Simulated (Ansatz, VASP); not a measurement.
**TaN in VASP and in Ansatz**

```
Ta N
1.0
     2.95850    0.00000    0.00000
    -1.47925    2.56214    0.00000
     0.00000    0.00000    5.08820
Ta N
2 2
Cartesian
  0.0000 1.7081 0.0000
  1.4793 0.8540 2.5441
  0.0000 1.7081 1.9590
  1.4793 0.8540 4.5031
```

Change from the starting cell: strain -0.030 along x and y, +0.030 along z, atoms carried along.

Alike in both runs: task single point; functional PBEsol; k mesh 18 × 18 × 10; occupations gaussian, width 0.15 eV; no spin polarisation.

```csv
,VASP,Ansatz
version,VASP 6.6.1,Ansatz 0.2.0
potentials or method,"VASP PAW PBE potentials, release 64 (Ta_pv, N), cutoff 520 eV","scalar-relativistic, plane waves, PAW"
valence electrons in the cell,32,36
```

|  | VASP | Ansatz | Ansatz less VASP |
| --- | --- | --- | --- |
| gap on the k mesh at the Fermi level (eV) | none | none | - |
| pressure (GPa) | 158.9 | 154.9 | -3.95 |
| traceless stress, the component that is largest in VASP (GPa) | -43.22 | -42.09 | +1.126 |
| rms of the force components (eV/Å) | 3.249 | 3.175 | -0.0740 |

VASP's potentials were made for PBE, not for PBEsol. Atom by atom the forces differ by 0.074 eV/Å (rms over components). A gap of «none» marks a metal or a gap that the smearing closes. Both programs put the cell under a high pressure, so it lies far from rest at this level. VASP's potentials hold 32 valence electrons a cell and Ansatz's 36, so a difference there can come from the potentials and not from the codes.

Spin-orbit coupling is off throughout. Noted on VASP's run: the cell as given lies far from equilibrium.
